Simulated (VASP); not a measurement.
Write the native input for VASP 6.6.1 that does the following.

```yaml
Task: single point
Functional: r2SCAN
Potentials_or_basis: VASP PAW PBE potentials, release 64 (Ti_sv, O)
Cutoff: 520 eV
k_mesh: 5 × 5 × 7, shifted
Occupations: fermi-dirac, width 0.1077 eV
Spin: collinear spin
Starting_moments: "[1.0, 1.0, 0.0, 0.0, 0.0, 0.0] μB"
Dipole_correction: no
Further_INCAR_settings: ALGO = Normal; EDIFF = 1e-06; NBANDS = 37
```

Crystal: TiO2.

```
Ti O
1.0
    -1.78778    1.86864    4.78147
     1.92815   -1.74962    4.78996
     1.83220    1.79404   -4.73416
Ti O
2 4
Direct
  0.99983 0.00221 0.01104
  0.73876 0.23285 0.48909
  0.18994 0.18102 0.00623
  0.96744 0.45013 0.54196
  0.57727 0.05512 0.49789
  0.82232 0.82032 0.00101
```

The input as run:

POSCAR

```
TiO2
1.0
   -1.7877768700      1.8686383100      4.7814671800
    1.9281520400     -1.7496225200      4.7899570200
    1.8321972300      1.7940428800     -4.7341612200
Ti O
2 4
Direct
    0.9998260100      0.0022088100      0.0110379400
    0.7387617100      0.2328455900      0.4890913100
    0.1899383800      0.1810169300      0.0062250900
    0.9674426300      0.4501310500      0.5419643200
    0.5772664800      0.0551197300      0.4978939500
    0.8223193800      0.8203227000      0.0010137200
```

INCAR.step1

```
  PREC = Accurate
  ENCUT = 520
  ISMEAR = -1
  SIGMA = 0.1077
  LREAL = False
  LASPH = True
  NELM = 150
  ISPIN = 2
  MAGMOM = 1 1 0 0 0 0
  LMAXMIX = 4
  NBANDS = 37
  GGA = PE
  ALGO = Normal
  EDIFF = 1E-4
  LWAVE = True
  LCHARG = False
```

INCAR.step2

```
  PREC = Accurate
  ENCUT = 520
  EDIFF = 1E-6
  ISMEAR = -1
  SIGMA = 0.1077
  LREAL = False
  LASPH = True
  NELM = 150
  ALGO = Normal
  ISIF = 2
  LWAVE = False
  LCHARG = False
  ISPIN = 2
  MAGMOM = 1 1 0 0 0 0
  LORBIT = 11
  LMAXMIX = 4
  METAGGA = R2SCAN
  LMIXTAU = True
  NBANDS = 37
  ISTART = 1
```

KPOINTS

```
Automatic mesh
0
Gamma
  5 5 7
  0 0 0.5
```

Potentials or basis: VASP PAW PBE potentials, release 64 (Ti_sv, O).

Command:

```sh
$ cat potpaw_PBE.64/Ti_sv/POTCAR potpaw_PBE.64/O/POTCAR > POTCAR
$ cp INCAR.step1 INCAR
$ mpirun -np 1 vasp_std > vasp.out
$ cp INCAR.step2 INCAR
$ mpirun -np 1 vasp_std > vasp.out
```

It gave:

```yaml
Pressure: 40.9 GPa
Largest_force: 9.917 eV/Å
Band_gap_on_the_k_mesh: 2.58 eV (least direct gap 2.66 eV)
Net_moment: 0.00 μB per cell
Valence_electrons_inside_the_program's_atomic_spheres: Ti 10.60, 10.52; O 5.21, 5.15, 5.23, 5.19
```

Caveat: the stress differs along the axes, from 8 to 91 GPa; the PAW data sets were made with another functional, which shifts forces and pressure a little; a shifted mesh leaves out Γ, where band edges can lie.

It took 71 min on 1 thread of AMD EPYC 7R43 64-Core Processor (Zen 3) (shared host), peak memory 0.48 GiB.
